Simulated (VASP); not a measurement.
Hf, 2 atoms in the cell. The structure is hexagonal, space group P6_3/mmc (No. 194). Conventional cell: a = 3.197 Å, b = 3.197 Å, c = 5.058 Å, α = 90.00°, β = 90.00°, γ = 120.00°. Within 4.1 Å of Hf (site symmetry -6m2) lie 12 Hf at 3.13 to 3.20 Å. 

* Program: VASP 6.6.1
* Task: relaxation of cell and atoms
* Functional: r2SCAN
* Potentials or basis: VASP PAW PBE potentials, release 64 (Hf_pv)
* Cutoff: 550 eV
* k mesh: 13 × 13 × 7
* Occupations: fermi-dirac, width 0.15 eV
* Spin: no spin polarisation
* Dipole correction: no
* Further INCAR settings: ALGO = Normal; EDIFF = 1e-07; IBRION = 2; EDIFFG = -0.005; NSW = 100; ISIF = 3

Potentials or basis: VASP PAW PBE potentials, release 64 (Hf_pv).

Launch:

```sh
$ cat potpaw_PBE.64/Hf_pv/POTCAR > POTCAR
$ cp INCAR.step1 INCAR
$ mpirun -np 1 vasp_std > vasp.out
$ cp INCAR.step2 INCAR
$ mpirun -np 1 vasp_std > vasp.out
```

Hardware: 1 thread of Intel(R) Xeon(R) 6975P-C (Granite Rapids) (shared host).

Estimate the wall time of this run.

Run time: 5.3 min on 1 thread of Intel(R) Xeon(R) 6975P-C (Granite Rapids), on a shared host, peak memory 0.2 GiB. Counts: k points 84, ion steps 5.
